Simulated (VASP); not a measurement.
# MgS (Niningerite) (Fm-3m) in VASP: notebook

The runs below take MgS (Niningerite) through vibrations by perturbation theory, dielectric tensor, with PBEsol, PBE.

Program: VASP 6.6.1. These are calculated values, not measurements. Logs are shortened: lines on timing, memory, paths and dates and some standing lists are left out, and cuts for length are marked.

## Step 1: The cell of the first run

It takes space group Fm-3m (No. 225, cubic). Conventional cell: a = 5.203 Å, b = 5.203 Å, c = 5.203 Å, α = 90.00°, β = 90.00°, γ = 90.00°. Within 3.4 Å of S (site symmetry m-3m) lie 6 Mg at 2.60 Å. Within 3.4 Å of Mg (site symmetry m-3m) lie 6 S at 2.60 Å.

## Step 2: Vibrations by perturbation theory, PBEsol

Input file INCAR:

```
SYSTEM = MgS
ALGO = Normal ; EDIFF = 1E-8
ENCUT = 520 ; GGA = PS
IBRION = 8 ; ISIF = 2
ISMEAR = 0 ; LASPH = .TRUE.
LCHARG = .FALSE. ; LEPSILON = .TRUE.
LREAL = .FALSE. ; LWAVE = .FALSE.
NELM = 100 ; NSW = 1
PREC = Accurate ; SIGMA = 0.01
```

Input file KPOINTS:

```
k-points
0
G
  7 7 7
  0 0 0
```

Input file POSCAR:

```
MgS
1.0
    0.0000000000      2.6016500000      2.6016500000
    2.6016500000      0.0000000000      2.6016500000
    2.6016500000      2.6016500000      0.0000000000
S Mg
1 1
Direct
    0.5000000000      0.5000000000      0.5000000000
    0.0000000000      0.0000000000      0.0000000000
```

Potentials or basis: VASP PAW PBE potentials, release 64 (S, Mg).

Launch:

```
$ cat potpaw_PBE.64/S/POTCAR potpaw_PBE.64/Mg/POTCAR > POTCAR
$ mpirun -np 1 vasp_std > vasp.out
```

OUTCAR:

```text
SYSTEM = MgS
   EDIFF = 1E-8
   ENCUT = 520
   GGA = PS
   IBRION = 8
   ISIF = 2
   ISMEAR = 0
   LASPH = .TRUE.
   LEPSILON = .TRUE.
   LREAL = .FALSE.
   NELM = 100
   NSW = 1
   PREC = Accurate

 ion  position               nearest neighbor table
   1  0.500  0.500  0.500-   2 2.60   2 2.60   2 2.60   2 2.60   2 2.60   2 2.60
   2  0.000  0.000  0.000-   1 2.60   1 2.60   1 2.60   1 2.60   1 2.60   1 2.60

  LATTYP: Found a face centered cubic cell.
 ALAT       =     5.2033000000

  Lattice vectors:

 A1 = (   0.0000000000,   2.6016500000,   2.6016500000)
 A2 = (   2.6016500000,   0.0000000000,   2.6016500000)
 A3 = (   2.6016500000,   2.6016500000,   0.0000000000)

Analysis of symmetry for initial positions (statically):
[... 33 lines left out ...]
                                     Primitive cell

  volume of cell :      35.2190

  direct lattice vectors                    reciprocal lattice vectors
     0.000000000  2.601650000  2.601650000    -0.192185728  0.192185728  0.192185728
     2.601650000  0.000000000  2.601650000     0.192185728 -0.192185728  0.192185728
     2.601650000  2.601650000  0.000000000     0.192185728  0.192185728 -0.192185728

  length of vectors
     3.679288715  3.679288715  3.679288715     0.332875446  0.332875446  0.332875446

  position of ions in fractional coordinates (direct lattice)
[... 8 lines left out ...]
----------------------------------------------------------------------------------------

 KPOINTS: k-points

Automatic generation of k-mesh.
 Grid dimensions read from file:
 generate k-points for:    7    7    7

 Generating k-lattice:

  Cartesian coordinates                     Fractional coordinates (reciprocal lattice)
    -0.027455104  0.027455104  0.027455104     0.142857143  0.000000000  0.000000000
     0.027455104 -0.027455104  0.027455104     0.000000000  0.142857143  0.000000000
     0.027455104  0.027455104 -0.027455104     0.000000000  0.000000000  0.142857143

  Length of vectors
     0.047553635  0.047553635  0.047553635

  Shift w.r.t. Gamma in fractional coordinates (k-lattice)
     0.000000000  0.000000000  0.000000000

 Subroutine IBZKPT returns following result:
 ===========================================

 Found     20 irreducible k-points:

 Following reciprocal coordinates:
            Coordinates               Weight
  0.000000  0.000000  0.000000      1.000000
  0.142857  0.000000  0.000000      8.000000
  0.285714  0.000000  0.000000      8.000000
  0.428571  0.000000  0.000000      8.000000
  0.142857  0.142857  0.000000      6.000000
  0.285714  0.142857  0.000000     24.000000
[... 12 lines left out ...]
 -0.428571  0.428571  0.142857     24.000000
 -0.285714  0.428571  0.142857     24.000000
   k-points           NKPTS =     20   k-points in BZ     NKDIM =     20   number of bands    NBANDS=      8
   number of dos      NEDOS =    301   number of ions     NIONS =      2
   total plane-waves  NPLWV =  21952
   dimension x,y,z NGX =    28 NGY =   28 NGZ =   28
   dimension x,y,z NGXF=    56 NGYF=   56 NGZF=   56
   ions per type =               1   1
   NGX,Y,Z   is equivalent  to a cutoff of  12.65, 12.65, 12.65 a.u.
   NGXF,Y,Z  is equivalent  to a cutoff of  25.30, 25.30, 25.30 a.u.
 SYSTEM =  MgS
   PREC   = accura    normal or accurate (medium, high low for compatibility)
   ISTART =      0    job   : 0-new  1-cont  2-samecut
   ICHARG =      2    charge: 1-file 2-atom 10-const
   ISPIN  =      1    spin polarized calculation?
   LNONCOLLINEAR =      F non collinear calculations
   LSORBIT =      F    spin-orbit coupling
   LASPH  =      T    aspherical Exc in radial PAW
   ENCUT  =  520.0 eV  38.22 Ry    6.18 a.u.   6.84  6.84  6.84*2*pi/ulx,y,z
[... 310 lines left out ...]
  free energy    TOTEN  =        -0.48652707 eV

  energy without entropy =       -0.48652707

------------------------ aborting loop because EDIFF is reached ----------------------------------------

--------------------------------------- Ionic step        2  -------------------------------------------

------------------------ aborting loop because EDIFF is reached ----------------------------------------

--------------------------------------- Ionic step        3  -------------------------------------------

------------------------ aborting loop because EDIFF is reached ----------------------------------------

 PIEZOELECTRIC TENSOR FIELD DIRECTION 3  (e Angst)
 -----------------------------------------------------------------------------
     0.00029  0.00000  0.00000           (  0.00001  0.00000  0.00000)
     0.00000  0.00029 -0.00000           (  0.00000  0.00001  0.00000)
     0.00000  0.00000 -0.00186           (  0.00000  0.00000  0.00000)

 PIEZOELECTRIC TENSOR FIELD DIRECTION 3  (C/m^2)
 -----------------------------------------------------------------------------
     0.00013  0.00000  0.00000
     0.00000  0.00013 -0.00000
     0.00000  0.00000 -0.00085

--------------------------------------- Ionic step        4  -------------------------------------------

------------------------ aborting loop because EDIFF is reached ----------------------------------------

[... ionic steps 5 to 6 ...]

--------------------------------------- Ionic step        7  -------------------------------------------

 Free energy of the ion-electron system (eV)
  ---------------------------------------------------
  ---------------------------------------------------
  free energy    TOTEN  =        -0.00174989 eV

  energy without entropy =       -0.00174989

------------------------ aborting loop because EDIFF is reached ----------------------------------------

 INTERNAL STRAIN TENSOR  FOR ION    2  DIRECTION 1   (eV/Angst):
 -----------------------------------------------------------------------------
     0.00121 -0.00000 -0.00000
     0.00000 -0.00113  0.00000
     0.00000  0.00000 -0.00113

 MACROSCOPIC STATIC DIELECTRIC TENSOR (including local field effects in DFT)
 ------------------------------------------------------
           5.578068     0.000000    -0.000000
           0.000000     5.578068     0.000000
          -0.000000     0.000000     5.578068
 ------------------------------------------------------

 PIEZOELECTRIC TENSOR (including local field effects)  for field in x, y, z        (e  Angst)
          XX          YY          ZZ          XY          YZ          ZX
  --------------------------------------------------------------------------------
  x     0.00000     0.00000     0.00000     0.00000     0.00000     0.00000
  y     0.00000     0.00000     0.00000     0.00000     0.00000     0.00000
  z     0.00000     0.00000     0.00000     0.00000     0.00000     0.00000

 PIEZOELECTRIC TENSOR (including local field effects)  for field in x, y, z        (C/m^2)
          XX          YY          ZZ          XY          YZ          ZX
  --------------------------------------------------------------------------------
  x     0.00000     0.00000     0.00000     0.00000     0.00000     0.00000
  y     0.00000     0.00000     0.00000     0.00000     0.00000     0.00000
  z     0.00000     0.00000     0.00000     0.00000     0.00000     0.00000

 BORN EFFECTIVE CHARGES (including local field effects) (in |e|, cummulative output)
 ---------------------------------------------------------------------------------
 ion    1
    1    -2.33027    -0.00000     0.00000
    2     0.00000    -2.33027     0.00000
    3     0.00000    -0.00000    -2.33027
 ion    2
    1     2.33027     0.00000    -0.00000
    2    -0.00000     2.33027     0.00000
    3     0.00000     0.00000     2.33027

 INTERNAL STRAIN TENSOR FOR ION    2 for displacements in x,y,z  (eV/Angst):
          X           Y           Z          XY          YZ          ZX
  --------------------------------------------------------------------------------
  x     0.00000     0.00000     0.00000     0.00000     0.00000     0.00000
  y     0.00000     0.00000     0.00000     0.00000     0.00000     0.00000
  z     0.00000     0.00000     0.00000     0.00000     0.00000     0.00000

 SECOND DERIVATIVES (NOT SYMMETRIZED)
 ------------------------------------
               1X          1Y          1Z          2X          2Y          2Z
  1X    -2.795869    0.000000    0.000000    2.795869    0.000000    0.000000
  1Y     0.000000   -2.795869    0.000000    0.000000    2.795869    0.000000
  1Z     0.000000    0.000000   -2.795869    0.000000    0.000000    2.795869
  2X     2.795387    0.000000    0.000000   -2.795387    0.000000    0.000000
  2Y     0.000000    2.795387    0.000000    0.000000   -2.795387    0.000000
  2Z     0.000000    0.000000    2.795387    0.000000    0.000000   -2.795387

 Eigenvectors and eigenvalues of the dynamical matrix
 ----------------------------------------------------

   1 f  =    7.029841 THz    44.169793 2PiTHz  234.490251 cm-1    29.073073 meV
             X         Y         Z           dx          dy          dz
      2.601650  2.601650  2.601650    -0.656661   -0.000000    0.000000
      0.000000  0.000000  0.000000     0.754186   -0.000000    0.000000
[... 21 lines left out ...]
   6 f/i=    0.000300 THz     0.001883 2PiTHz    0.009998 cm-1     0.001240 meV
             X         Y         Z           dx          dy          dz
      2.601650  2.601650  2.601650     0.120068   -0.580620   -0.466112
      0.000000  0.000000  0.000000     0.104542   -0.505539   -0.405839

--------------------------------------------------------------------------------------------------------

 MACROSCOPIC STATIC DIELECTRIC TENSOR IONIC CONTRIBUTION
 ------------------------------------------------------
           9.979794    -0.000000    -0.000000
          -0.000000     9.979794     0.000000
          -0.000000     0.000000     9.979794
 ------------------------------------------------------

 ELASTIC MODULI CONTR FROM IONIC RELAXATION (kBar)
 Direction    XX          YY          ZZ          XY          YZ          ZX
 --------------------------------------------------------------------------------
 XX           0.0000      0.0000      0.0000      0.0000      0.0000      0.0000
 YY           0.0000      0.0000      0.0000      0.0000      0.0000      0.0000
 ZZ           0.0000      0.0000      0.0000      0.0000      0.0000      0.0000
 XY           0.0000      0.0000      0.0000      0.0000      0.0000      0.0000
 YZ           0.0000      0.0000      0.0000      0.0000      0.0000      0.0000
 ZX           0.0000      0.0000      0.0000      0.0000      0.0000      0.0000
 --------------------------------------------------------------------------------

 PIEZOELECTRIC TENSOR IONIC CONTR  for field in x, y, z        (C/m^2)
          XX          YY          ZZ          XY          YZ          ZX
  --------------------------------------------------------------------------------
  x     0.00000     0.00000     0.00000     0.00000     0.00000     0.00000
  y     0.00000     0.00000     0.00000     0.00000     0.00000     0.00000
  z     0.00000     0.00000     0.00000     0.00000     0.00000     0.00000
```

Wall time 96 s (1 thread of Intel Xeon Platinum 8375C at 2.90GHz (Ice Lake), shared host); peak memory 0.19 GiB.

Results:

```
Electronic dielectric tensor (diagonal)                 : 5.58
Born charges (mean of the diagonal)                     : S -2.33; Mg +2.33 e
Highest phonon frequency at Γ, LO-TO splitting left out : 234 cm⁻¹
```

Phonon frequencies in cm⁻¹ (negative: imaginary):
| q point | frequencies |
| --- | --- |
| (0.000, 0.000, 0.000) | 0 0 0 234 234 234 |

Electronic dielectric tensor:
```
5.58 0.00 0.00
0.00 5.58 0.00
0.00 0.00 5.58
```

Born effective charge tensors (e):
atom 1, S
```
-2.33  0.00  0.00
 0.00 -2.33  0.00
 0.00  0.00 -2.33
```
atom 2, Mg
```
2.33 0.00 0.00
0.00 2.33 0.00
0.00 0.00 2.33
```

Caveat: the cell wasn't relaxed at this level first, which shifts response properties.

(Continued in part 2 of 2.)
